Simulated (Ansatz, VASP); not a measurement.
**Re: VASP beside Ansatz**

INCAR

```
SYSTEM = Re
  PREC = Accurate
  ENCUT = 520
  EDIFF = 1E-7
  ISMEAR = 0
  SIGMA = 0.15
  LREAL = .FALSE.
  LASPH = .TRUE.
  NELM = 80
  ALGO = Normal
  ISIF = 2
  LWAVE = .FALSE.
  LCHARG = .FALSE.
  GGA = PE
  NBANDS = 10
```

File KPOINTS:

```
Automatic mesh
0
G
  10 10 10
  0 0 0
```

POSCAR

```
Re
1.0
    0.0000000000      1.9577236186      2.1730732166
    2.0653984176      0.0000000000      2.1730732166
    2.0653984176      1.9577236186      0.0000000000
Re
1
Direct
    0.0000000000      0.0000000000      0.0000000000
```

Input for Ansatz:

```yaml
crystal:
  lattice:
    - [0.0, 1.9577236186, 2.1730732166]
    - [2.0653984176, 0.0, 2.1730732166]
    - [2.0653984176, 1.9577236186, 0.0]
  atoms:
    - { symbol: Re, position: [0.0, 0.0, 0.0] }
basis:
  ecutwfc: 420
kpoints:
  mp_grid: { grid: [10, 10, 10] }
hamiltonian:
  xc: pbe
scf:
  occupations: { method: gaussian, width: 0.15 }
output:
  forces: true
  stress: true
  eigenvalues: true
```

Change from the starting cell: normal strain along x +0.0550, normal strain along z +0.1100.

Alike in both runs: task single point; functional PBE; k mesh 10 × 10 × 10; occupations gaussian, width 0.15 eV; no spin polarisation.

|  | VASP | Ansatz |
| --- | --- | --- |
| version | VASP 6.6.1 | Ansatz 0.2.0 |
| potentials or method | VASP PAW PBE potentials, release 64 (Re), cutoff 520 eV | scalar-relativistic, plane waves, PAW |
| valence electrons in the cell | 7 | 15 |

|  | VASP | Ansatz | Ansatz less VASP |
| --- | --- | --- | --- |
| gap on the k mesh at the Fermi level (eV) | none | none | - |
| pressure (GPa) | -40.1 | -39.2 | +0.86 |
| traceless stress, the component that is largest in VASP (GPa) | -9.05 | -9.07 | -0.016 |

A gap of «none» marks a metal or a gap that the smearing closes. Both programs put the cell under strong tension, so it lies far from rest at this level. With one functional, cell and mesh, what is left measures potentials, basis and numerics. VASP's potentials hold 7 valence electrons a cell and Ansatz's 15, so a difference there can come from the potentials and not from the codes.

Spin-orbit coupling is off throughout. Noted on VASP's run: the cell as given lies far from equilibrium.
